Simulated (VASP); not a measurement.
# HfN (Fm-3m) in VASP: a series of runs

HfN is run at these levels: revPBE, BLYP, RPBE+D3(BJ); tasks: single point.

Everything below comes from runs of VASP 6.6.1. Logs are shortened: lines on timing, memory, paths and dates and some standing lists are left out, and cuts for length are marked.

### Step 1. The cell of the first run

The structure is cubic, space group Fm-3m (No. 225). Conventional cell: a = 4.512 Å, b = 4.512 Å, c = 4.512 Å, α = 90.00°, β = 90.00°, γ = 90.00°. Within 3.0 Å of Hf (site symmetry m-3m) lie 6 N at 2.26 Å. N (site symmetry m-3m) has 6 Hf at 2.26 Å within 3.0 Å.

### Step 2. Single point, revPBE

Contents of INCAR:

```
PREC = Accurate
ENCUT = 600
EDIFF = 1E-6
ISMEAR = -1
SIGMA = 0.05
LREAL = F
LASPH = T
NELM = 120
ALGO = Normal
ISIF = 2
LWAVE = F
LCHARG = F
GGA = RE
NBANDS = 14
GGA_COMPAT = F
```

Contents of KPOINTS:

```
regular mesh
0
Gamma
  10 10 10
```

Contents of POSCAR:

```
HfN
1.0
    0.0000000000      2.2560000000      2.2560000000
    2.2560000000      0.0000000000      2.2560000000
    2.2560000000      2.2560000000      0.0000000000
Hf N
1 1
Direct
    0.0000000000      0.0000000000      0.0000000000
    0.5000000000      0.5000000000      0.5000000000
```

Potentials or basis: VASP PAW PBE potentials, release 64 (Hf_pv, N).

The run is started by

```bash
$ cat potpaw_PBE.64/Hf_pv/POTCAR potpaw_PBE.64/N/POTCAR > POTCAR
$ mpirun -np 1 vasp_std > vasp.out
```

OUTCAR:

```text
PREC = Accurate
   ENCUT = 600
   EDIFF = 1E-6
   ISMEAR = -1
   LREAL = F
   LASPH = T
   NELM = 120
   ISIF = 2
   GGA = RE

 ion  position               nearest neighbor table
   1  0.000  0.000  0.000-   2 2.26   2 2.26   2 2.26   2 2.26   2 2.26   2 2.26
   2  0.500  0.500  0.500-   1 2.26   1 2.26   1 2.26   1 2.26   1 2.26   1 2.26

  LATTYP: Found a face centered cubic cell.
 ALAT       =     4.5120000000

  Lattice vectors:

 A1 = (   0.0000000000,   2.2560000000,   2.2560000000)
 A2 = (   2.2560000000,   0.0000000000,   2.2560000000)
 A3 = (   2.2560000000,   2.2560000000,   0.0000000000)

Analysis of symmetry for initial positions (statically):
=====================================================================
 Subroutine PRICEL returns:
 Original cell was already a primitive cell.

 Routine SETGRP: Setting up the symmetry group for a
 face centered cubic supercell.

 Subroutine GETGRP returns: Found 48 space group operations
 (whereof 48 operations were pure point group operations)
 out of a pool of 48 trial point group operations.

The static configuration has the point symmetry O_h .

Analysis of symmetry for dynamics (positions and initial velocities):
=====================================================================
 Subroutine PRICEL returns:
 Original cell was already a primitive cell.

 Routine SETGRP: Setting up the symmetry group for a
 face centered cubic supercell.

 Subroutine GETGRP returns: Found 48 space group operations
 (whereof 48 operations were pure point group operations)
 out of a pool of 48 trial point group operations.

The dynamic configuration has the point symmetry O_h .

 Subroutine INISYM returns: Found 48 space group operations
 (whereof 48 operations are pure point group operations),
 and found     1 'primitive' translations

----------------------------------------------------------------------------------------

                                     Primitive cell

  volume of cell :      22.9640

  direct lattice vectors                    reciprocal lattice vectors
     0.000000000  2.256000000  2.256000000    -0.221631206  0.221631206  0.221631206
     2.256000000  0.000000000  2.256000000     0.221631206 -0.221631206  0.221631206
     2.256000000  2.256000000  0.000000000     0.221631206  0.221631206 -0.221631206

  length of vectors
     3.190465797  3.190465797  3.190465797     0.383876509  0.383876509  0.383876509

  position of ions in fractional coordinates (direct lattice)
     0.000000000  0.000000000  0.000000000
     0.500000000  0.500000000  0.500000000

  ion indices of the primitive-cell ions
   primitive index   ion index
                 1           1
                 2           2

----------------------------------------------------------------------------------------

 KPOINTS: regular mesh

Automatic generation of k-mesh.
 Grid dimensions read from file:
 generate k-points for:   10   10   10

 Generating k-lattice:

  Cartesian coordinates                     Fractional coordinates (reciprocal lattice)
    -0.022163121  0.022163121  0.022163121     0.100000000  0.000000000  0.000000000
     0.022163121 -0.022163121  0.022163121     0.000000000  0.100000000  0.000000000
     0.022163121  0.022163121 -0.022163121     0.000000000  0.000000000  0.100000000

  Length of vectors
     0.038387651  0.038387651  0.038387651

  Shift w.r.t. Gamma in fractional coordinates (k-lattice)
     0.000000000  0.000000000  0.000000000

 Subroutine IBZKPT returns following result:
 ===========================================

 Found     47 irreducible k-points:

 Following reciprocal coordinates:
            Coordinates               Weight
  0.000000  0.000000  0.000000      1.000000
  0.100000  0.000000  0.000000      8.000000
  0.200000  0.000000  0.000000      8.000000
  0.300000  0.000000  0.000000      8.000000
  0.400000  0.000000  0.000000      8.000000
  0.500000  0.000000  0.000000      4.000000
[... 16 lines left out ...]
  0.300000  0.300000  0.000000      6.000000
  0.400000  0.300000  0.000000     24.000000
 [... further k-points ...]
   k-points           NKPTS =     47   k-points in BZ     NKDIM =     47   number of bands    NBANDS=     14
   number of dos      NEDOS =    301   number of ions     NIONS =      2
   total plane-waves  NPLWV =  21952
   dimension x,y,z NGX =    28 NGY =   28 NGZ =   28
   dimension x,y,z NGXF=    56 NGYF=   56 NGZF=   56
   ions per type =               1   1
   NGX,Y,Z   is equivalent  to a cutoff of  14.59, 14.59, 14.59 a.u.
   NGXF,Y,Z  is equivalent  to a cutoff of  29.18, 29.18, 29.18 a.u.
 SYSTEM =  unknown system
   PREC   = accura    normal or accurate (medium, high low for compatibility)
   ISTART =      0    job   : 0-new  1-cont  2-samecut
   ICHARG =      2    charge: 1-file 2-atom 10-const
   ISPIN  =      1    spin polarized calculation?
   LNONCOLLINEAR =      F non collinear calculations
   LSORBIT =      F    spin-orbit coupling
   LASPH  =      T    aspherical Exc in radial PAW
   ENCUT  =  600.0 eV  44.10 Ry    6.64 a.u.   6.37  6.37  6.37*2*pi/ulx,y,z
   NELM   =    120;   NELMIN=  2; NELMDL= -5     # of ELM steps
   EDIFF  = 0.1E-05   stopping-criterion for ELM
   LREAL  =      F    real-space projection
   EDIFFG = 0.1E-04   stopping-criterion for IOM
   NSW    =      0    number of steps for IOM
   IBRION =     -1    ionic relax: 0-MD 1-quasi-New 2-CG
   NFREE  =      0    steps in history (QN), initial steepest desc. (CG)
   ISIF   =      2    stress and relaxation
   ISYM   =      2    0-nonsym 1-usesym 2-fastsym
   POTIM  = 0.5000    time-step for ionic-motion
   TEBEG  =    0.0;   TEEND  =   0.0 temperature during run
   PSTRESS=    0.0 pullay stress
   NELECT =      15.0000    total number of electrons
   NUPDOWN=      -1.0000    fix difference up-down
   EMIN   =  10.00;   EMAX   =-10.00  energy-range for DOS
   EFERMI =   0.00;   METHOD = LEGACY
   ISMEAR =    -1;   SIGMA  =   0.05  broadening in eV -4-tet -1-fermi 0-gaus
   EFERMI_NEDOS =   21; number of points for ismear=-14 and -15
   IALGO  =     38    algorithm
   IMIX   =      4    mixing-type and parameters
     AMIX     =   0.40;   BMIX     =  1.00
     AMIX_MAG =   1.60;   BMIX_MAG =  1.00
  volume/ion in A,a.u.               =      11.48        77.48
  Fermi-wavevector in a.u.,A,eV,Ry     =   1.420440  2.684242 27.451783  2.017649
  Thomas-Fermi vector in A             =   2.541355
   LORBIT       =      0    0 simple, 1 ext, 2 COOP (PROOUT), +10 PAW based schemes
   GGA     = RE    functional components
   LHFCALC =     F    Hartree Fock is set to
   AEXX    =    0.0000 exact exchange contribution
   IVDW    =     0    specifies the selected vdW correction
   LEPSILON=     F    determine dielectric tensor
   LRPA    =     F    only Hartree local field effects (RPA)
 non-spin polarized calculation
  energy-cutoff  :      600.00
  volume of cell :       22.96
 maximum number of plane-waves:       785
 NGX is ok and might be reduce to    28
   NGX = 13   NGY = 13   NGZ = 13

 number of electron      15.0000002 magnetization

 Free energy of the ion-electron system (eV)
  ---------------------------------------------------
  ext. energy  EPLUGINS =         0.00000000
  ---------------------------------------------------
  free energy    TOTEN  =       -20.92923367 eV

  energy without entropy =      -20.92273904  energy(sigma->0) =      -20.92598636

 E-fermi :   8.5573     XC(G=0): -12.7001

 val. band max:        8.5101726747   @ k =  -0.4000   0.3000   0.0000
 cond. band min:       8.5670674506   @ k =  -0.1000   0.1000   0.0000
 fundamental gap:      0.0568947759
 Fermi energy:         8.5573462809

 k-point     1 :       0.0000    0.0000    0.0000
  band No.  band energies     occupation
      1     -22.6558      2.00000
      2     -22.6558      2.00000
      3     -22.6558      2.00000
      4      -9.0867      2.00000
      5       5.4596      2.00000
      6       5.4596      2.00000
      7       5.4596      2.00000
      8       8.1770      1.99901
      9       8.1770      1.99901
     10       8.1770      1.99901
     11      10.3242      0.00000
     12      10.5022      0.00000
     13      10.5022      0.00000
     14      18.0582      0.00000

 k-point     2 :       0.1000    0.0000    0.0000
  band No.  band energies     occupation
      1     -22.7574      2.00000
      2     -22.6642      2.00000
      3     -22.6642      2.00000
      4      -8.8584      2.00000
      5       4.5389      2.00000
      6       4.9186      2.00000
      7       4.9186      2.00000
      8       8.3986      1.91977
      9       8.5034      1.49233
     10       8.5034      1.49233
     11      11.0300      0.00000
     12      11.2400      0.00000
     13      11.2400      0.00000
     14      18.8284      0.00000

 k-point     3 :       0.2000    0.0000    0.0000
  band No.  band energies     occupation
      1     -23.0129      2.00000
      2     -22.6861      2.00000
      3     -22.6861      2.00000
      4      -8.2453      2.00000
      5       2.8655      2.00000
      6       3.9262      2.00000
      7       3.9262      2.00000
      8       8.7780      0.02393
      9       9.3207      0.00000
     10       9.3207      0.00000
     11      12.4885      0.00000
     12      12.9106      0.00000
     13      12.9106      0.00000
     14      20.6635      0.00000
[... 324 lines left out ...]
 k-point    23 :       0.3000    0.3000    0.0000
  band No.  band energies     occupation
      1     -23.2258      2.00000
      2     -22.8601      2.00000
      3     -22.8601      2.00000
      4      -7.8057      2.00000
      5       1.6656      2.00000
      6       4.6172      2.00000
      7       4.6172      2.00000
      8       5.5959      2.00000
      9      11.7897      0.00000
     10      12.2867      0.00000
     11      12.6368      0.00000
     12      12.6368      0.00000
     13      17.5568      0.00000
     14      20.7829      0.00000

 k-point    24 :       0.4000    0.3000    0.0000
  band No.  band energies     occupation
      1     -23.3351      2.00000
      2     -22.9215      2.00000
      3     -22.8923      2.00000
      4      -7.6968      2.00000
      5       1.8804      2.00000
      6       3.8760      2.00000
      7       4.3574      2.00000
      8       6.0316      2.00000
      9      12.6257      0.00000
     10      13.1160      0.00000
     11      13.2946      0.00000
     12      13.3590      0.00000
     13      17.7205      0.00000
     14      19.9293      0.00000

 [... further k-points ...]
[... 5 lines left out ...]
  --------------------------------------------------------------------------------------
  -------------------------------------------------------------------------------------
  Total        1.0705406      1.0705406      1.0705406     -0.0000000      0.0000000     -0.0000000
  in kB       74.6906884     74.6906884     74.6906884     -0.0000000      0.0000000     -0.0000000
  external PRESSURE =      74.6906884 kB  Pullay stress =       0.0000000 kB

 VOLUME and BASIS-vectors are now :
 -----------------------------------------------------------------------------
  energy-cutoff  :      600.00
  volume of cell :       22.96
      direct lattice vectors                 reciprocal lattice vectors
     0.000000000  2.256000000  2.256000000    -0.221631206  0.221631206  0.221631206
     2.256000000  0.000000000  2.256000000     0.221631206 -0.221631206  0.221631206
     2.256000000  2.256000000  0.000000000     0.221631206  0.221631206 -0.221631206

 POSITION                                       TOTAL-FORCE (eV/Angst)
 -----------------------------------------------------------------------------------
      0.00000      0.00000      0.00000        -0.000000      0.000000     -0.000000
      2.25600      2.25600      2.25600         0.000000     -0.000000      0.000000
 -----------------------------------------------------------------------------------
    total drift:                                0.000000      0.000000      0.000000

  FREE ENERGIE OF THE ION-ELECTRON SYSTEM (eV)
  ---------------------------------------------------
  free  energy   TOTEN  =       -20.9292336734 eV

  energy  without entropy=      -20.9227390447  energy(sigma->0) =      -20.92598636
```

Run time: 18 s. Hardware: 1 thread of Intel Xeon Platinum 8375C at 2.90GHz (Ice Lake), shared host; peak memory 0.17 GiB.

Results:

```
Free energy : -20.9292 eV
Pressure    : 7.5 GPa
```

Levels at points of the mesh, in eV from the Fermi level:
| k point | band 6 | band 7 | band 8 | band 9 | band 10 | band 11 |
| --- | --- | --- | --- | --- | --- | --- |
| (0.00, 0.00, 0.00) | -3.10 | -3.10 | -0.38 | -0.38 | -0.38 | 1.77 |
| (0.50, 0.00, 0.00) | -6.26 | -6.26 | 3.26 | 3.69 | 3.69 | 4.38 |
| (0.50, 0.50, 0.00) | -3.86 | -3.76 | -3.76 | 4.09 | 5.52 | 5.52 |

Caveat: the PAW data sets were made with another functional, which shifts forces and pressure a little; spin-orbit coupling is left out, which moves the levels of the heavy elements.

### Step 3. Single point, BLYP

Contents of INCAR:

```
  PREC = Accurate
  ENCUT = 600
  EDIFF = 1E-6
  ISMEAR = -1
  SIGMA = 0.05
  LREAL = F
  LASPH = T
  NELM = 120
  ALGO = Normal
  ISIF = 2
  LWAVE = F
  LCHARG = F
  GGA = B5
  ALDAX = 1.0
  AGGAX = 1.0
  AGGAC = 1.0
  ALDAC = 0.0
  NBANDS = 14
  GGA_COMPAT = F
```

KPOINTS is that of step 2.

POSCAR is that of step 2.

Potentials or basis: VASP PAW PBE potentials, release 64 (Hf_pv, N).

The run is started by

```bash
$ cat potpaw_PBE.64/Hf_pv/POTCAR potpaw_PBE.64/N/POTCAR > POTCAR
$ mpirun -np 1 vasp_std > vasp.out
```

It took 22 s on 1 thread of Intel Xeon Platinum 8375C at 2.90GHz (Ice Lake), shared host; peak memory 0.17 GiB.

Results (log left out):

| Property | Result |
| --- | --- |
| Free energy | -19.9931 eV |
| Pressure | 13.7 GPa |

Levels at points of the mesh, in eV from the Fermi level:
```tsv
k point	band 5	band 6	band 7	band 8	band 9	band 10	band 11	band 12
(0.00, 0.00, 0.00)	-3.12	-3.12	-3.12	-0.41	-0.41	-0.41	1.88	1.88
(0.50, 0.00, 0.00)	-8.84	-6.27	-6.27	3.18	3.55	3.55	4.81	8.68
(0.50, 0.50, 0.00)	-5.35	-3.76	-3.75	-3.75	3.97	5.32	5.32	5.58
```

Caveat: the PAW data sets were made with another functional, which shifts forces and pressure a little; spin-orbit coupling is left out, which moves the levels of the heavy elements.

### Step 4. Single point, RPBE+D3(BJ)

This run uses another cell than the first one, of 10.58 Å³/atom, 0.922 times its volume.

Contents of INCAR:

```
SYSTEM = HfN
ALGO = Normal
EDIFF = 1E-6
ENCUT = 600
GGA = RP
GGA_COMPAT = .FALSE.
ISIF = 2
ISMEAR = -1
IVDW = 12
LASPH = .TRUE.
LCHARG = .TRUE.
LELF = .TRUE.
LREAL = .FALSE.
LVHAR = .TRUE.
LWAVE = .FALSE.
NBANDS = 14
NELM = 120
PREC = Accurate
SIGMA = 0.05
```

Contents of KPOINTS:

```
k-points
0
G
  10 10 10
  0 0 0
```

Contents of POSCAR:

```
HfN
1.0
    0.0000000000      2.1955561138      2.1955561138
    2.1955561138      0.0000000000      2.1955561138
    2.1955561138      2.1955561138      0.0000000000
Hf N
1 1
Direct
    0.0000000000      0.0000000000      0.0000000000
    0.5000000000      0.5000000000      0.5000000000
```

The run is started by

```bash
$ cat potpaw_PBE.64/Hf_pv/POTCAR potpaw_PBE.64/N/POTCAR > POTCAR
$ mpirun -np 1 vasp_std > vasp.out
```

It took 21 s on 1 thread of Intel Xeon Platinum 8488C (Sapphire Rapids), shared host; peak memory 0.18 GiB.

Results (log left out):

```yaml
Free_energy: -25.8418 eV
Pressure: -2.7 GPa
Dispersion_energy_per_atom: -2.670 eV
```

Levels at points of the mesh, in eV from the Fermi level:
```tsv
k point	band 5	band 6	band 7	band 8	band 9	band 10	band 11	band 12
(0.00, 0.00, 0.00)	-3.20	-3.20	-3.20	-0.43	-0.43	-0.43	2.15	2.15
(0.50, 0.00, 0.00)	-9.45	-6.69	-6.69	3.65	4.13	4.13	4.82	9.88
(0.50, 0.50, 0.00)	-5.45	-4.25	-3.80	-3.80	4.54	6.18	6.18	6.60
```

Caveat: the PAW data sets were made with another functional, which shifts forces and pressure a little; spin-orbit coupling is left out, which moves the levels of the heavy elements; pairwise dispersion overbinds metals, which lowers pressure and volume.

### Step 5. Summary

| level | cell | gap on the mesh (eV) | pressure (GPa) |
| --- | --- | --- | --- |
| revPBE | a = 3.190 Å, angles 60.0°, 2 atoms | none | 7.5 |
| BLYP | a = 3.190 Å, angles 60.0°, 2 atoms | none | 13.7 |
| RPBE+D3(BJ) | a = 3.105 Å, angles 60.0°, 2 atoms | none | -2.7 |

Alike in all rows: task single point; potentials or basis VASP PAW PBE potentials, release 64 (Hf_pv, N); no spin polarisation; k mesh 10 × 10 × 10; cutoff (eV) 600; smearing fermi-dirac 0.05 eV.

Caveats: the PAW data sets were made with another functional, which shifts forces and pressure a little; spin-orbit coupling is left out, which moves the levels of the heavy elements; pairwise dispersion overbinds metals, which lowers pressure and volume (some runs).

Total energies depend on the potentials used, so only differences within one code and one set of settings carry meaning.
